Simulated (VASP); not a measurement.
# Al in VASP: single point with PBE

Aim: the single point of Al with PBE.

Everything below comes from runs of VASP 6.6.1. Logs are shortened: lines on timing, memory, paths and dates and some standing lists are left out, and cuts for length are marked.

**1. The cell of the first run**

The cell holds a atom, 1 atom: a = 14.000 Å, b = 14.400 Å, c = 14.800 Å, α = 90.00°, β = 90.00°, γ = 90.00°.

**2. Single point, PBE, collinear spin, ferromagnetic start**

INCAR reads:

```
SYSTEM = Al
ALGO = Normal
EDIFF = 1E-7
ENCUT = 520
GGA = PE
ISIF = 2
ISMEAR = -1
ISPIN = 2
ISYM = 0
LASPH = .TRUE.
LCHARG = .TRUE.
LELF = .TRUE.
LORBIT = 11
LREAL = .FALSE.
LVHAR = .TRUE.
LWAVE = .FALSE.
MAGMOM = 1
NBANDS = 12
NELM = 150
PREC = Accurate
SIGMA = 0.01
```

KPOINTS reads:

```
k-points
0
G
  1 1 1
  0 0 0
```

POSCAR reads:

```
Al
1.0
   14.0000000000      0.0000000000      0.0000000000
    0.0000000000     14.4000000000      0.0000000000
    0.0000000000      0.0000000000     14.8000000000
Al
1
Direct
    0.5000000000      0.5000000000      0.5000000000
```

Potentials or basis: VASP PAW PBE potentials, release 64 (Al).

Command:

```bash
> cat potpaw_PBE.64/Al/POTCAR > POTCAR
> mpirun -np 1 vasp_gam > vasp.out
```

OUTCAR:

```text
SYSTEM = Al
   EDIFF = 1E-7
   ENCUT = 520
   GGA = PE
   ISIF = 2
   ISMEAR = -1
   ISPIN = 2
   ISYM = 0
   LASPH = .TRUE.
   LORBIT = 11
   LREAL = .FALSE.
   NELM = 150
   PREC = Accurate

 ion  position               nearest neighbor table
   1  0.500  0.500  0.500-

IMPORTANT INFORMATION: All symmetrisations will be switched off!
NOSYMM: (Re-)initialisation of all symmetry stuff for point group C_1.

----------------------------------------------------------------------------------------

                                     Primitive cell

  volume of cell :    2983.6800

  direct lattice vectors                    reciprocal lattice vectors
    14.000000000  0.000000000  0.000000000     0.071428571  0.000000000  0.000000000
     0.000000000 14.400000000  0.000000000     0.000000000  0.069444444  0.000000000
     0.000000000  0.000000000 14.800000000     0.000000000  0.000000000  0.067567568

  length of vectors
    14.000000000 14.400000000 14.800000000     0.071428571  0.069444444  0.067567568

  position of ions in fractional coordinates (direct lattice)
     0.500000000  0.500000000  0.500000000

  ion indices of the primitive-cell ions
   primitive index   ion index
                 1           1

----------------------------------------------------------------------------------------

 KPOINTS: k-points

Automatic generation of k-mesh.
 Grid dimensions read from file:
 generate k-points for:    1    1    1

 Generating k-lattice:

  Cartesian coordinates                     Fractional coordinates (reciprocal lattice)
     0.071428571  0.000000000  0.000000000     1.000000000  0.000000000  0.000000000
     0.000000000  0.069444444  0.000000000     0.000000000  1.000000000  0.000000000
     0.000000000  0.000000000  0.067567568     0.000000000  0.000000000  1.000000000

  Length of vectors
     0.071428571  0.069444444  0.067567568

  Shift w.r.t. Gamma in fractional coordinates (k-lattice)
     0.000000000  0.000000000  0.000000000

 Subroutine IBZKPT returns following result:
 ===========================================

 Found      1 irreducible k-points:

 Following reciprocal coordinates:
            Coordinates               Weight
  0.000000  0.000000  0.000000      1.000000
   k-points           NKPTS =      1   k-points in BZ     NKDIM =      1   number of bands    NBANDS=     12
   number of dos      NEDOS =    301   number of ions     NIONS =      1
   total plane-waves  NPLWV = ******
   dimension x,y,z NGX =   108 NGY =  108 NGZ =  112
   dimension x,y,z NGXF=   216 NGYF=  216 NGZF=  224
   ions per type =               1
   NGX,Y,Z   is equivalent  to a cutoff of  12.82, 12.47, 12.58 a.u.
   NGXF,Y,Z  is equivalent  to a cutoff of  25.65, 24.94, 25.16 a.u.
 SYSTEM =  Al
   PREC   = accura    normal or accurate (medium, high low for compatibility)
   ISTART =      0    job   : 0-new  1-cont  2-samecut
   ICHARG =      2    charge: 1-file 2-atom 10-const
   ISPIN  =      2    spin polarized calculation?
   LNONCOLLINEAR =      F non collinear calculations
   LSORBIT =      F    spin-orbit coupling
   LASPH  =      T    aspherical Exc in radial PAW
   ENCUT  =  520.0 eV  38.22 Ry    6.18 a.u.  26.03 26.77 27.52*2*pi/ulx,y,z
   NELM   =    150;   NELMIN=  2; NELMDL= -5     # of ELM steps
   EDIFF  = 0.1E-06   stopping-criterion for ELM
   LREAL  =      F    real-space projection
   EDIFFG = 0.1E-05   stopping-criterion for IOM
   NSW    =      0    number of steps for IOM
   IBRION =     -1    ionic relax: 0-MD 1-quasi-New 2-CG
   NFREE  =      0    steps in history (QN), initial steepest desc. (CG)
   ISIF   =      2    stress and relaxation
   ISYM   =      0    0-nonsym 1-usesym 2-fastsym
   POTIM  = 0.5000    time-step for ionic-motion
   TEBEG  =    0.0;   TEEND  =   0.0 temperature during run
   PSTRESS=    0.0 pullay stress
   NELECT =       3.0000    total number of electrons
   NUPDOWN=      -1.0000    fix difference up-down
   EMIN   =  10.00;   EMAX   =-10.00  energy-range for DOS
   EFERMI =   0.00;   METHOD = LEGACY
   ISMEAR =    -1;   SIGMA  =   0.01  broadening in eV -4-tet -1-fermi 0-gaus
   EFERMI_NEDOS =   21; number of points for ismear=-14 and -15
   IALGO  =     38    algorithm
   IMIX   =      4    mixing-type and parameters
     AMIX     =   0.40;   BMIX     =  1.00
     AMIX_MAG =   1.60;   BMIX_MAG =  1.00
  volume/ion in A,a.u.               =    2983.68     20134.87
  Fermi-wavevector in a.u.,A,eV,Ry     =   0.164008  0.309930  0.365977  0.026899
  Thomas-Fermi vector in A             =   0.863547
   LORBIT       =     11    0 simple, 1 ext, 2 COOP (PROOUT), +10 PAW based schemes
   GGA     = PE    functional components
   LHFCALC =     F    Hartree Fock is set to
   AEXX    =    0.0000 exact exchange contribution
   IVDW    =     0    specifies the selected vdW correction
   LEPSILON=     F    determine dielectric tensor
   LRPA    =     F    only Hartree local field effects (RPA)
 spin polarized calculation
  energy-cutoff  :      520.00
  volume of cell :     2983.68
 maximum number of plane-waves:     40220
 NGX is ok and might be reduce to   108
   NGX = 53   NGY = 53   NGZ = 55

 number of electron       3.0000000 magnetization       1.0000000

 Free energy of the ion-electron system (eV)
  ---------------------------------------------------
  ext. energy  EPLUGINS =         0.00000000
  ---------------------------------------------------
  free energy    TOTEN  =        -0.21645979 eV

  energy without entropy =       -0.19736437  energy(sigma->0) =       -0.20691208

 E-fermi :  -2.9333     XC(G=0):  -0.3870

 val. band max:       -7.1984961924   @ k =   0.0000   0.0000   0.0000
 cond. band min:      -2.9264091923   @ k =   0.0000   0.0000   0.0000
 fundamental gap:      4.2720870002
 Fermi energy:        -2.9333332080

 spin component 1

 k-point     1 :       0.0000    0.0000    0.0000
  band No.  band energies     occupation
      1      -7.9618      1.00000
      2      -2.9264      0.33350
      3      -2.9264      0.33331
      4      -2.9264      0.33319
      5      -0.4508      0.00000
      6       0.3789      0.00000
      7       0.3858      0.00000
      8       0.3943      0.00000
      9       0.4202      0.00000
     10       0.4510      0.00000
     11       0.4586      0.00000
     12       0.7273      0.00000
 Fermi energy:        -2.9333332080

 spin component 2

 k-point     1 :       0.0000    0.0000    0.0000
  band No.  band energies     occupation
      1      -7.1985      1.00000
      2      -2.1400      0.00000
      3      -2.1398      0.00000
      4      -2.1395      0.00000
      5      -0.0659      0.00000
      6       0.6281      0.00000
      7       0.6885      0.00000
      8       0.7205      0.00000
      9       0.7223      0.00000
     10       0.7588      0.00000
     11       0.8011      0.00000
     12       1.1950      0.00000

------------------------ aborting loop because EDIFF is reached ----------------------------------------

  FORCE on cell =-STRESS in cart. coord.  units (eV):
  Direction    XX          YY          ZZ          XY          YZ          ZX
  --------------------------------------------------------------------------------------
  -------------------------------------------------------------------------------------
  Total       -0.0000174     -0.0002093     -0.0003865     -0.0000001      0.0000003      0.0000001
  in kB       -0.0000093     -0.0001124     -0.0002076     -0.0000000      0.0000001      0.0000000
  external PRESSURE =      -0.0001098 kB  Pullay stress =       0.0000000 kB

 VOLUME and BASIS-vectors are now :
 -----------------------------------------------------------------------------
  energy-cutoff  :      520.00
  volume of cell :     2983.68
      direct lattice vectors                 reciprocal lattice vectors
    14.000000000  0.000000000  0.000000000     0.071428571  0.000000000  0.000000000
     0.000000000 14.400000000  0.000000000     0.000000000  0.069444444  0.000000000
     0.000000000  0.000000000 14.800000000     0.000000000  0.000000000  0.067567568

 POSITION                                       TOTAL-FORCE (eV/Angst)
 -----------------------------------------------------------------------------------
      7.00000      7.20000      7.40000         0.000000     -0.000000     -0.000000
 -----------------------------------------------------------------------------------
    total drift:                                0.000000     -0.000000     -0.000000

  FREE ENERGIE OF THE ION-ELECTRON SYSTEM (eV)
  ---------------------------------------------------
  free  energy   TOTEN  =        -0.2164597905 eV

  energy  without entropy=       -0.1973643665  energy(sigma->0) =       -0.20691208

 total charge

# of ion       s       p       d       tot
------------------------------------------
    1        0.615   0.144   0.000   0.759

 magnetization (x)

# of ion       s       p       d       tot
------------------------------------------
    1       -0.006   0.144   0.000   0.137
```

Wall time 11 min (1 thread of Intel Xeon Platinum 8259CL at 2.50GHz (Skylake/Cascade Lake), shared host); peak memory 2.8 GiB.

What came out:

```
Free energy                                           : -0.2165 eV
Pressure                                              : 0.0 GPa
Band gap on the k mesh                                : zero (filled and empty bands touch)
Net moment                                            : 1.00 μB per cell
Site moments                                          : Al +0.14 μB
Valence electrons inside the program's atomic spheres : Al 0.76
```
